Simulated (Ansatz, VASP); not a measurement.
# MoI3 in VASP and in Ansatz

The input INCAR:

```
SYSTEM = MoI3
PREC = Accurate ; ENCUT = 520
EDIFF = 1E-6 ; ISMEAR = 0
SIGMA = 0.05 ; LREAL = .FALSE.
LASPH = .TRUE. ; NELM = 150
ALGO = Normal ; ISIF = 2
LWAVE = .FALSE. ; LCHARG = .FALSE.
LMAXMIX = 4 ; LDAU = .TRUE.
LDAUTYPE = 2 ; LDAUL = 2 -1
LDAUU = 4.4 0 ; LDAUJ = 0 0
LDAUPRINT = 1 ; GGA = PE
NBANDS = 26
```

File KPOINTS:

```
Automatic mesh
0
G
  6 6 6
  0 0 0
```

POSCAR

```
MoI3
1.0
    5.8150879674      0.0000000000      0.0000000000
    0.0000000000      5.8150879674      0.0000000000
    0.0000000000      0.0000000000      5.8150879674
Mo I
1 3
Direct
    0.0000000000      0.0000000000      0.0000000000
    0.5000000000      0.0000000000      0.0000000000
    0.0000000000      0.0000000000      0.5000000000
    0.0000000000      0.5000000000      0.0000000000
```

Input for Ansatz:

```yaml
crystal:
  lattice:
    - [5.8150879674, 0.0, 0.0]
    - [0.0, 5.8150879674, 0.0]
    - [0.0, 0.0, 5.8150879674]
  atoms:
    - { symbol: Mo, position: [0.0, 0.0, 0.0] }
    - { symbol: I, position: [0.5, 0.0, 0.0] }
    - { symbol: I, position: [0.0, 0.0, 0.5] }
    - { symbol: I, position: [0.0, 0.5, 0.0] }
basis:
  ecutwfc: 420
  ecutrho_ratio: 4
kpoints:
  mp_grid: { grid: [6, 6, 6] }
hamiltonian:
  xc: pbe
  hubbard: { sites: [{ species: Mo, l: d, u_eff: 4.4 }] }
scf:
  occupations: { method: gaussian, width: 0.05 }
output:
  forces: true
  stress: true
  eigenvalues: true
  populations: true
  hubbard: { sites: [{ species: Mo, l: d }] }
```

Alike in both runs: task single point; functional PBE; k mesh 6 × 6 × 6; occupations gaussian, width 0.05 eV; no spin polarisation; Hubbard terms Mo d U = 4.4 eV.

|  | VASP | Ansatz |
| --- | --- | --- |
| version | VASP 6.6.1 | Ansatz 0.2.0 |
| potentials or method | VASP PAW PBE potentials, release 64 (Mo_sv, I), cutoff 520 eV | scalar-relativistic, plane waves, PAW |
| valence electrons in the cell | 35 | 65 |

```tsv
	VASP	Ansatz	Ansatz less VASP
gap on the k mesh at the Fermi level (eV)	none	none	-
pressure (GPa)	-2.8	-2.9	-0.12
```

The programs project onto different local orbitals, so the same U acts differently, and such runs can settle in different states. A gap of «none» marks a metal or a gap that the smearing closes. VASP's potentials hold 35 valence electrons a cell and Ansatz's 65, so a difference there can come from the potentials and not from the codes. Ansatz's warnings: filled band counts differ across k points.

Spin-orbit coupling is off throughout.
